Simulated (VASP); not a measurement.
Here is a VASP 6.6.1 calculation.

Contents of INCAR:

```
SYSTEM = Hf
  ALGO = Fast
  EDIFF = 1E-6
  EDIFFG = -0.01
  ENCUT = 600
  GGA = PS
  IBRION = 2
  ISIF = 4
  ISMEAR = 0
  LASPH = .TRUE.
  LCHARG = .FALSE.
  LREAL = .FALSE.
  LWAVE = .FALSE.
  NELM = 100
  NSW = 60
  PREC = Accurate
  SIGMA = 0.05
```

File KPOINTS:

```
k-points
0
G
  20 20 10
  0 0 0
```

POSCAR

```
Hf
1.0
    2.6782052231      0.0000000000      0.0000000000
   -1.3391026115      2.3193937597      0.0000000000
    0.0000000000      0.0000000000      4.4514297257
Hf
2
Direct
    0.3333333333      0.6666666667      0.2500000000
    0.6666666667      0.3333333333      0.7500000000
```

Potentials or basis: VASP PAW PBE potentials, release 64 (Hf_pv).

Launch:

```sh
$ cat potpaw_PBE.64/Hf_pv/POTCAR > POTCAR
$ mpirun -np 1 vasp_std > vasp.out
```

Problem. Estimate the band gap on the k mesh.

Solution. Zero (bands 10 and 11 overlap by 1.92 eV).

The path:
```tsv
step	energy change (eV)	largest force (eV/Å)	pressure (GPa)	volume (Å³)
1	0.0000	0.0000	104.59	27.65
2	-0.0052	0.0000	103.80	27.65
3	-0.0054	0.0000	103.71	27.65
4	-0.0054	0.0000	103.72	27.65
```

Caveat: the PAW data sets were made with another functional, which shifts forces and pressure a little; spin-orbit coupling is left out, which moves the levels of the heavy elements.
